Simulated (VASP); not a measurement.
# CdS (Hawleyite) (F-43m) in VASP: further runs

Runs on CdS (Hawleyite). Level: PBE. Tasks: single point.

Everything below comes from runs of VASP 6.6.1. Logs are shortened: lines on timing, memory, paths and dates and some standing lists are left out, and cuts for length are marked.

**1. The cell of the first run**

The structure is cubic, space group F-43m (No. 216). Conventional cell: a = 5.714 Å, b = 5.714 Å, c = 5.714 Å, α = 90.00°, β = 90.00°, γ = 90.00°. Within 3.3 Å of Cd (site symmetry -43m) lie 4 S at 2.47 Å. Within 3.3 Å of S (site symmetry -43m) lie 4 Cd at 2.47 Å.

**2. Single point, PBE**

Contents of INCAR:

```
PREC = Accurate
ENCUT = 520
EDIFF = 1E-7
ISMEAR = 0
SIGMA = 0.01
LREAL = F
LASPH = T
NELM = 60
ALGO = Normal
ISIF = 2
LWAVE = F
LCHARG = F
GGA = PE
NBANDS = 16
```

Contents of KPOINTS:

```
regular mesh
0
Gamma
  6 6 6
```

Contents of POSCAR:

```
CdS
1.0
    0.0000000000      2.8569628861      2.8569628861
    2.8569628861      0.0000000000      2.8569628861
    2.8569628861      2.8569628861      0.0000000000
Cd S
1 1
Direct
    0.0000000000      0.0000000000      0.0000000000
    0.2500000000      0.2500000000      0.2500000000
```

Potentials or basis: VASP PAW PBE potentials, release 64 (Cd, S).

On the command line:

```sh
$ cat potpaw_PBE.64/Cd/POTCAR potpaw_PBE.64/S/POTCAR > POTCAR
$ mpirun -np 1 vasp_std > vasp.out
```

OUTCAR:

```text
PREC = Accurate
   ENCUT = 520
   EDIFF = 1E-7
   ISMEAR = 0
   LREAL = F
   LASPH = T
   NELM = 60
   ISIF = 2
   GGA = PE

 ion  position               nearest neighbor table
   1  0.000  0.000  0.000-   2 2.47   2 2.47   2 2.47   2 2.47
   2  0.250  0.250  0.250-   1 2.47   1 2.47   1 2.47   1 2.47

  LATTYP: Found a face centered cubic cell.
 ALAT       =     5.7139257722

  Lattice vectors:

 A1 = (   0.0000000000,   2.8569628861,   2.8569628861)
 A2 = (   2.8569628861,   0.0000000000,   2.8569628861)
 A3 = (   2.8569628861,   2.8569628861,   0.0000000000)

Analysis of symmetry for initial positions (statically):
=====================================================================
 Subroutine PRICEL returns:
 Original cell was already a primitive cell.

 Routine SETGRP: Setting up the symmetry group for a
 face centered cubic supercell.

 Subroutine GETGRP returns: Found 24 space group operations
 (whereof 24 operations were pure point group operations)
 out of a pool of 48 trial point group operations.

The static configuration has the point symmetry T_d .

Analysis of symmetry for dynamics (positions and initial velocities):
=====================================================================
 Subroutine PRICEL returns:
 Original cell was already a primitive cell.

 Routine SETGRP: Setting up the symmetry group for a
 face centered cubic supercell.

 Subroutine GETGRP returns: Found 24 space group operations
 (whereof 24 operations were pure point group operations)
 out of a pool of 48 trial point group operations.

The dynamic configuration has the point symmetry T_d .

 Subroutine INISYM returns: Found 24 space group operations
 (whereof 24 operations are pure point group operations),
 and found     1 'primitive' translations

----------------------------------------------------------------------------------------

                                     Primitive cell

  volume of cell :      46.6384

  direct lattice vectors                    reciprocal lattice vectors
     0.000000000  2.856962886  2.856962886    -0.175011024  0.175011024  0.175011024
     2.856962886  0.000000000  2.856962886     0.175011024 -0.175011024  0.175011024
     2.856962886  2.856962886  0.000000000     0.175011024  0.175011024 -0.175011024

  length of vectors
     4.040355661  4.040355661  4.040355661     0.303127985  0.303127985  0.303127985

  position of ions in fractional coordinates (direct lattice)
     0.000000000  0.000000000  0.000000000
     0.250000000  0.250000000  0.250000000

  ion indices of the primitive-cell ions
   primitive index   ion index
                 1           1
                 2           2

----------------------------------------------------------------------------------------

 KPOINTS: regular mesh

Automatic generation of k-mesh.
 Grid dimensions read from file:
 generate k-points for:    6    6    6

 Generating k-lattice:

  Cartesian coordinates                     Fractional coordinates (reciprocal lattice)
    -0.029168504  0.029168504  0.029168504     0.166666667  0.000000000  0.000000000
     0.029168504 -0.029168504  0.029168504     0.000000000  0.166666667  0.000000000
     0.029168504  0.029168504 -0.029168504     0.000000000  0.000000000  0.166666667

  Length of vectors
     0.050521331  0.050521331  0.050521331

  Shift w.r.t. Gamma in fractional coordinates (k-lattice)
     0.000000000  0.000000000  0.000000000

 Subroutine IBZKPT returns following result:
 ===========================================

 Found     16 irreducible k-points:

 Following reciprocal coordinates:
            Coordinates               Weight
  0.000000  0.000000  0.000000      1.000000
  0.166667  0.000000  0.000000      8.000000
  0.333333  0.000000  0.000000      8.000000
  0.500000  0.000000  0.000000      4.000000
  0.166667  0.166667  0.000000      6.000000
  0.333333  0.166667  0.000000     24.000000
[... 8 lines left out ...]
 -0.333333  0.333333  0.166667     24.000000
 -0.333333  0.500000  0.166667     12.000000
   k-points           NKPTS =     16   k-points in BZ     NKDIM =     16   number of bands    NBANDS=     16
   number of dos      NEDOS =    301   number of ions     NIONS =      2
   total plane-waves  NPLWV =  27000
   dimension x,y,z NGX =    30 NGY =   30 NGZ =   30
   dimension x,y,z NGXF=    60 NGYF=   60 NGZF=   60
   ions per type =               1   1
   NGX,Y,Z   is equivalent  to a cutoff of  12.34, 12.34, 12.34 a.u.
   NGXF,Y,Z  is equivalent  to a cutoff of  24.69, 24.69, 24.69 a.u.
 SYSTEM =  unknown system
   PREC   = accura    normal or accurate (medium, high low for compatibility)
   ISTART =      0    job   : 0-new  1-cont  2-samecut
   ICHARG =      2    charge: 1-file 2-atom 10-const
   ISPIN  =      1    spin polarized calculation?
   LNONCOLLINEAR =      F non collinear calculations
   LSORBIT =      F    spin-orbit coupling
   LASPH  =      T    aspherical Exc in radial PAW
   ENCUT  =  520.0 eV  38.22 Ry    6.18 a.u.   7.51  7.51  7.51*2*pi/ulx,y,z
   NELM   =     60;   NELMIN=  2; NELMDL= -5     # of ELM steps
   EDIFF  = 0.1E-06   stopping-criterion for ELM
   LREAL  =      F    real-space projection
   EDIFFG = 0.1E-05   stopping-criterion for IOM
   NSW    =      0    number of steps for IOM
   IBRION =     -1    ionic relax: 0-MD 1-quasi-New 2-CG
   NFREE  =      0    steps in history (QN), initial steepest desc. (CG)
   ISIF   =      2    stress and relaxation
   ISYM   =      2    0-nonsym 1-usesym 2-fastsym
   POTIM  = 0.5000    time-step for ionic-motion
   TEBEG  =    0.0;   TEEND  =   0.0 temperature during run
   PSTRESS=    0.0 pullay stress
   NELECT =      18.0000    total number of electrons
   NUPDOWN=      -1.0000    fix difference up-down
   EMIN   =  10.00;   EMAX   =-10.00  energy-range for DOS
   EFERMI =   0.00;   METHOD = LEGACY
   ISMEAR =     0;   SIGMA  =   0.01  broadening in eV -4-tet -1-fermi 0-gaus
   EFERMI_NEDOS =   21; number of points for ismear=-14 and -15
   IALGO  =     38    algorithm
   IMIX   =      4    mixing-type and parameters
     AMIX     =   0.40;   BMIX     =  1.00
     AMIX_MAG =   1.60;   BMIX_MAG =  1.00
  volume/ion in A,a.u.               =      23.32       157.37
  Fermi-wavevector in a.u.,A,eV,Ry     =   1.191931  2.252423 19.329786  1.420699
  Thomas-Fermi vector in A             =   2.327981
   LORBIT       =      0    0 simple, 1 ext, 2 COOP (PROOUT), +10 PAW based schemes
   GGA     = PE    functional components
   LHFCALC =     F    Hartree Fock is set to
   AEXX    =    0.0000 exact exchange contribution
   IVDW    =     0    specifies the selected vdW correction
   LEPSILON=     F    determine dielectric tensor
   LRPA    =     F    only Hartree local field effects (RPA)
 non-spin polarized calculation
 Gauss-broadening in eV      SIGMA  =   0.01
  energy-cutoff  :      520.00
  volume of cell :       46.64
 maximum number of plane-waves:      1278
   NGX = 15   NGY = 15   NGZ = 15

 number of electron      18.0000004 magnetization

 Free energy of the ion-electron system (eV)
  ---------------------------------------------------
  ext. energy  EPLUGINS =         0.00000000
  ---------------------------------------------------
  free energy    TOTEN  =        -6.01667698 eV

  energy without entropy =       -6.01667698  energy(sigma->0) =       -6.01667698

 E-fermi :   1.9608     XC(G=0):  -9.4424

 val. band max:        1.8724266488   @ k =   0.0000   0.0000   0.0000
 cond. band min:       3.1538035760   @ k =   0.0000   0.0000   0.0000
 fundamental gap:      1.2813769272
 Fermi energy:         1.9607791766

 k-point     1 :       0.0000    0.0000    0.0000
  band No.  band energies     occupation
      1     -10.9005      2.00000
      2      -6.1097      2.00000
      3      -6.1097      2.00000
      4      -6.1097      2.00000
      5      -5.5399      2.00000
      6      -5.5399      2.00000
[... 8 lines left out ...]
     15      13.4394      0.00000
     16      13.6490      0.00000

 k-point     2 :       0.1667    0.0000    0.0000
  band No.  band energies     occupation
      1     -10.7793      2.00000
      2      -6.0655      2.00000
      3      -6.0655      2.00000
      4      -6.0055      2.00000
      5      -5.5410      2.00000
      6      -5.5410      2.00000
[... 8 lines left out ...]
     15      12.6198      0.00000
     16      13.9000      0.00000

 k-point     3 :       0.3333    0.0000    0.0000
  band No.  band energies     occupation
      1     -10.5352      2.00000
      2      -5.9935      2.00000
      3      -5.9935      2.00000
      4      -5.5892      2.00000
      5      -5.5202      2.00000
      6      -5.5202      2.00000
[... 8 lines left out ...]
     15      13.0738      0.00000
     16      13.0738      0.00000

 k-point     4 :       0.5000    0.0000    0.0000
  band No.  band energies     occupation
      1     -10.4141      2.00000
      2      -5.9689      2.00000
      3      -5.9689      2.00000
      4      -5.4946      2.00000
      5      -5.4946      2.00000
      6      -5.1019      2.00000
[... 8 lines left out ...]
     15      14.5510      0.00000
     16      14.5510      0.00000

 k-point     5 :       0.1667    0.1667    0.0000
  band No.  band energies     occupation
      1     -10.7393      2.00000
      2      -6.0329      2.00000
      3      -6.0203      2.00000
      4      -6.0203      2.00000
      5      -5.5704      2.00000
      6      -5.5138      2.00000
[... 8 lines left out ...]
     15      13.6013      0.00000
     16      15.7291      0.00000

 k-point     6 :       0.3333    0.1667    0.0000
  band No.  band energies     occupation
      1     -10.5374      2.00000
      2      -5.9771      2.00000
      3      -5.9338      2.00000
      4      -5.7718      2.00000
      5      -5.5216      2.00000
      6      -5.4901      2.00000
[... 8 lines left out ...]
     15      13.8250      0.00000
     16      15.0880      0.00000

 k-point     7 :       0.5000    0.1667    0.0000
  band No.  band energies     occupation
      1     -10.3779      2.00000
      2      -5.9447      2.00000
      3      -5.8999      2.00000
      4      -5.5820      2.00000
      5      -5.4872      2.00000
      6      -5.0887      2.00000
[... 8 lines left out ...]
     15      14.6025      0.00000
     16      14.9824      0.00000

 k-point     8 :      -0.3333    0.1667    0.0000
  band No.  band energies     occupation
      1     -10.4173      2.00000
      2      -5.9446      2.00000
      3      -5.9299      2.00000
      4      -5.5527      2.00000
      5      -5.5382      2.00000
      6      -5.2413      2.00000
[... 8 lines left out ...]
     15      14.2371      0.00000
     16      14.9662      0.00000

 k-point     9 :      -0.1667    0.1667    0.0000
  band No.  band energies     occupation
      1     -10.6175      2.00000
      2      -6.0126      2.00000
      3      -5.9880      2.00000
      4      -5.8252      2.00000
      5      -5.5642      2.00000
      6      -5.4976      2.00000
[... 8 lines left out ...]
     15      13.3703      0.00000
     16      15.4462      0.00000

 k-point    10 :       0.3333    0.3333    0.0000
  band No.  band energies     occupation
      1     -10.4192      2.00000
      2      -5.8733      2.00000
      3      -5.8152      2.00000
      4      -5.8152      2.00000
      5      -5.4612      2.00000
      6      -5.4334      2.00000
[... 8 lines left out ...]
     15      13.9951      0.00000
     16      17.7066      0.00000

 k-point    11 :       0.5000    0.3333    0.0000
  band No.  band energies     occupation
      1     -10.3030      2.00000
      2      -5.8789      2.00000
      3      -5.7604      2.00000
      4      -5.7050      2.00000
      5      -5.4607      2.00000
      6      -5.0554      2.00000
[... 8 lines left out ...]
     15      14.6927      0.00000
     16      15.8223      0.00000

 k-point    12 :      -0.3333    0.3333    0.0000
  band No.  band energies     occupation
      1     -10.3034      2.00000
      2      -5.9032      2.00000
      3      -5.8100      2.00000
      4      -5.6036      2.00000
      5      -5.5139      2.00000
      6      -4.8982      2.00000
[... 8 lines left out ...]
     15      13.3639      0.00000
     16      16.8337      0.00000

 k-point    13 :       0.5000    0.5000    0.0000
  band No.  band energies     occupation
      1     -10.2643      2.00000
      2      -5.8807      2.00000
      3      -5.6953      2.00000
      4      -5.6953      2.00000
      5      -5.4348      2.00000
      6      -5.0335      2.00000
[... 8 lines left out ...]
     15      14.2440      0.00000
     16      15.5245      0.00000

 k-point    14 :       0.5000    0.3333    0.1667
  band No.  band energies     occupation
      1     -10.3799      2.00000
      2      -5.8899      2.00000
      3      -5.8815      2.00000
      4      -5.6652      2.00000
      5      -5.4933      2.00000
      6      -5.2244      2.00000
[... 8 lines left out ...]
     15      15.0925      0.00000
     16      15.3894      0.00000

 k-point    15 :      -0.3333    0.3333    0.1667
  band No.  band energies     occupation
      1     -10.3034      2.00000
      2      -5.8871      2.00000
      3      -5.8332      2.00000
      4      -5.5911      2.00000
      5      -5.5202      2.00000
      6      -4.8935      2.00000
[... 8 lines left out ...]
     15      14.5682      0.00000
     16      15.4174      0.00000

 k-point    16 :      -0.3333    0.5000    0.1667
  band No.  band energies     occupation
      1     -10.2659      2.00000
      2      -5.8542      2.00000
      3      -5.7849      2.00000
      4      -5.6351      2.00000
      5      -5.4910      2.00000
      6      -4.8562      2.00000
[... 8 lines left out ...]
     15      15.2586      0.00000
     16      15.4149      0.00000

------------------------ aborting loop because EDIFF is reached ----------------------------------------

  FORCE on cell =-STRESS in cart. coord.  units (eV):
  Direction    XX          YY          ZZ          XY          YZ          ZX
  --------------------------------------------------------------------------------------
  -------------------------------------------------------------------------------------
  Total        2.3329051      2.3329051      2.3329051      0.0000000      0.0000000      0.0000000
  in kB       80.1426803     80.1426803     80.1426803      0.0000000      0.0000000      0.0000000
  external PRESSURE =      80.1426803 kB  Pullay stress =       0.0000000 kB

 VOLUME and BASIS-vectors are now :
 -----------------------------------------------------------------------------
  energy-cutoff  :      520.00
  volume of cell :       46.64
      direct lattice vectors                 reciprocal lattice vectors
     0.000000000  2.856962886  2.856962886    -0.175011024  0.175011024  0.175011024
     2.856962886  0.000000000  2.856962886     0.175011024 -0.175011024  0.175011024
     2.856962886  2.856962886  0.000000000     0.175011024  0.175011024 -0.175011024

 POSITION                                       TOTAL-FORCE (eV/Angst)
 -----------------------------------------------------------------------------------
      0.00000      0.00000      0.00000        -0.000000     -0.000000     -0.000000
      1.42848      1.42848      1.42848         0.000000      0.000000      0.000000
 -----------------------------------------------------------------------------------
    total drift:                               -0.000001     -0.000001     -0.000001

  FREE ENERGIE OF THE ION-ELECTRON SYSTEM (eV)
  ---------------------------------------------------
  free  energy   TOTEN  =        -6.0166769769 eV

  energy  without entropy=       -6.0166769769  energy(sigma->0) =       -6.01667698
```

Run time: 13 s. Hardware: 1 thread of Intel Xeon Platinum 8259CL at 2.50GHz (Skylake/Cascade Lake), shared host; peak memory 0.16 GiB.

Results:

```yaml
Free_energy: -6.0167 eV
Pressure: 8.0 GPa
Band_gap_on_the_k_mesh: 1.28 eV, direct
```

**3. Single point, PBE**

This run uses another cell than the first one, of 23.82 Å³/atom, 1.021 times its volume.

Contents of INCAR:

```
SYSTEM = CdS
PREC     = Accurate       ! precision mode
ENCUT    = 520            ! plane-wave cutoff, eV
EDIFF    = 1E-7           ! SCF threshold, eV
ISMEAR   = 0              ! smearing method
SIGMA    = 0.01           ! smearing width, eV
LREAL    = .FALSE.        ! projectors in reciprocal space
LASPH    = .TRUE.         ! aspherical terms in the spheres
NELM     = 80             ! most SCF steps
ALGO     = Normal         ! electronic algorithm
ISIF     = 2              ! what is computed and relaxed
LWAVE    = .FALSE.        ! write WAVECAR
LCHARG   = .FALSE.        ! write CHGCAR
GGA      = PE             ! functional
NBANDS   = 16             ! bands
```

Contents of KPOINTS:

```
regular mesh
0
G
  6 6 6
  0 0 0
```

Contents of POSCAR:

```
CdS
1.0
    0.0000000000      2.8770830059      2.8770830059
    2.8770830059      0.0000000000      2.8770830059
    2.8770830059      2.8770830059      0.0000000000
Cd S
1 1
Direct
    0.0000000000      0.0000000000      0.0000000000
    0.2500000000      0.2500000000      0.2500000000
```

Potentials or basis: VASP PAW PBE potentials, release 64 (Cd, S).

On the command line:

```sh
$ cat potpaw_PBE.64/Cd/POTCAR potpaw_PBE.64/S/POTCAR > POTCAR
$ mpirun -np 1 vasp_std > vasp.out
```

OUTCAR:

```text
SYSTEM = CdS
   PREC = Accurate
   ENCUT = 520
   EDIFF = 1E-7
   ISMEAR = 0
   LREAL = .FALSE.
   LASPH = .TRUE.
   NELM = 80
   ISIF = 2
   GGA = PE

 ion  position               nearest neighbor table
   1  0.000  0.000  0.000-   2 2.49   2 2.49   2 2.49   2 2.49
   2  0.250  0.250  0.250-   1 2.49   1 2.49   1 2.49   1 2.49

  LATTYP: Found a face centered cubic cell.
 ALAT       =     5.7541660118

  Lattice vectors:

 A1 = (   0.0000000000,   2.8770830059,   2.8770830059)
[... 478 lines left out ...]

------------------------ aborting loop because EDIFF is reached ----------------------------------------

  FORCE on cell =-STRESS in cart. coord.  units (eV):
  Direction    XX          YY          ZZ          XY          YZ          ZX
  --------------------------------------------------------------------------------------
  -------------------------------------------------------------------------------------
  Total        1.8544158      1.8544158      1.8544158      0.0000000      0.0000000      0.0000000
  in kB       62.3778669     62.3778669     62.3778669      0.0000000      0.0000000      0.0000000
  external PRESSURE =      62.3778669 kB  Pullay stress =       0.0000000 kB

 VOLUME and BASIS-vectors are now :
 -----------------------------------------------------------------------------
  energy-cutoff  :      520.00
  volume of cell :       47.63
      direct lattice vectors                 reciprocal lattice vectors
     0.000000000  2.877083006  2.877083006    -0.173787131  0.173787131  0.173787131
     2.877083006  0.000000000  2.877083006     0.173787131 -0.173787131  0.173787131
     2.877083006  2.877083006  0.000000000     0.173787131  0.173787131 -0.173787131

 POSITION                                       TOTAL-FORCE (eV/Angst)
 -----------------------------------------------------------------------------------
      0.00000      0.00000      0.00000         0.000000      0.000000      0.000000
      1.43854      1.43854      1.43854        -0.000000     -0.000000     -0.000000
 -----------------------------------------------------------------------------------
    total drift:                               -0.000001     -0.000001     -0.000001

  FREE ENERGIE OF THE ION-ELECTRON SYSTEM (eV)
  ---------------------------------------------------
  free  energy   TOTEN  =        -6.0608873528 eV

  energy  without entropy=       -6.0608873528  energy(sigma->0) =       -6.06088735
```

Run time: 14 s. Hardware: 1 thread of Intel Xeon Platinum 8259CL at 2.50GHz (Skylake/Cascade Lake), shared host; peak memory 0.16 GiB.

What came out:

```yaml
Free_energy: -6.0609 eV
Pressure: 6.2 GPa
Band_gap_on_the_k_mesh: 1.24 eV, direct
```

PBE gaps usually lie below the measured ones, often by a third to a half.
